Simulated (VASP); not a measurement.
**CoSi2: single point with r2SCAN**

CoSi2:

```xyz
3
Lattice="0.0000 2.6780 2.6780 2.6780 0.0000 2.6780 2.6780 2.6780 0.0000" Properties=species:S:1:pos:R:3 pbc="T T T"
Co    0.0000    0.0000    0.0000
Si    1.3390    1.3390    1.3390
Si    4.0170    4.0170    4.0170
```

```
Program             : VASP 6.6.1
Task                : single point
Functional          : r2SCAN
Potentials or basis : VASP PAW PBE potentials, release 64 (Co, Si)
Cutoff              : 520 eV
k mesh              : 12 × 12 × 12
Occupations         : gaussian, width 0.05 eV
Spin                : collinear spin, zero start
Starting moments    : [0.0, 0.0, 0.0] μB
```

```yaml
Pressure: -4.4 GPa
Net_moment: 0.00 μB per cell
Valence_electrons_inside_the_program's_atomic_spheres: Co 8.92; Si 1.59
```

Levels at points of the mesh, in eV from the Fermi level:
Spin up:
```csv
k point,band 6,band 7,band 8,band 9,band 10,band 11,band 12,band 13
"(0.00, 0.00, 0.00)",-1.99,1.27,3.62,3.62,3.62,3.65,3.65,3.65
"(0.50, 0.00, 0.00)",-1.65,-1.65,-0.52,-0.52,3.18,3.64,3.64,4.80
"(0.50, 0.50, 0.00)",-1.98,-1.94,-1.94,-1.39,1.82,3.19,9.00,10.32
```
Spin down:
| k point | band 6 | band 7 | band 8 | band 9 | band 10 | band 11 | band 12 | band 13 |
| --- | --- | --- | --- | --- | --- | --- | --- | --- |
| (0.00, 0.00, 0.00) | -1.99 | 1.27 | 3.62 | 3.62 | 3.62 | 3.65 | 3.65 | 3.65 |
| (0.50, 0.00, 0.00) | -1.65 | -1.65 | -0.52 | -0.52 | 3.18 | 3.64 | 3.64 | 4.80 |
| (0.50, 0.50, 0.00) | -1.98 | -1.94 | -1.94 | -1.39 | 1.82 | 3.19 | 9.00 | 10.32 |

It took 7.6 min on 1 thread of Intel Xeon 8259CL (shared host), peak memory 0.24 GiB.

Caveat: the cell stands under tension; the PAW data sets were made with another functional, which shifts forces and pressure a little.
